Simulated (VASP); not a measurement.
Write the native input for VASP 6.6.1 that does the following.

```yaml
Task: single point
Functional: PBEsol
Potentials_or_basis: VASP PAW PBE potentials, release 64 (S)
Cutoff: 520 eV
k_mesh: 12 × 12 × 12
Occupations: gaussian, width 0.01 eV
Spin: no spin polarisation
Dipole_correction: no
Further_INCAR_settings: ALGO = Normal; EDIFF = 1e-07; NBANDS = 27
```

The structure of S lies in POSCAR:

```
S
1.0
    4.4334855156      2.5596740559      1.0176603109
   -4.4334855156      2.5596740559      1.0176603109
    0.0000000000     -5.1193481117      1.0176603111
S
6
Direct
    0.5410184721      0.2897206767      0.1496494498
    0.1496494498      0.5410184721      0.2897206767
    0.2897206767      0.1496494498      0.5410184721
    0.4589815279      0.7102793233      0.8503505502
    0.8503505502      0.4589815279      0.7102793233
    0.7102793233      0.8503505502      0.4589815279
```

These files were run (other wordings do the same):

INCAR

```
PREC = Accurate ; ENCUT = 520
EDIFF = 1E-7 ; ISMEAR = 0
SIGMA = 0.01 ; LREAL = False
LASPH = True ; NELM = 80
ALGO = Normal ; ISIF = 2
LWAVE = False ; LCHARG = False
GGA = PS ; NBANDS = 27
```

KPOINTS

```
regular mesh
0
Gamma
  12 12 12
```

Potentials or basis: VASP PAW PBE potentials, release 64 (S).

Run with:

```console
$ cat potpaw_PBE.64/S/POTCAR > POTCAR
$ mpirun -np 1 vasp_std > vasp.out
```

Results of the run:

```yaml
Pressure: 59.7 GPa
Largest_force: 0.135 eV/Å
Band_gap_on_the_k_mesh: zero (bands 18 and 19 overlap by 0.67 eV)
```

Caveat: the cell stands under pressure; the PAW data sets were made with another functional, which shifts forces and pressure a little.

Run time: 21 min on 1 thread of Oxide Virtual Turin-like Processor, with other jobs on the host, peak memory 0.45 GiB.
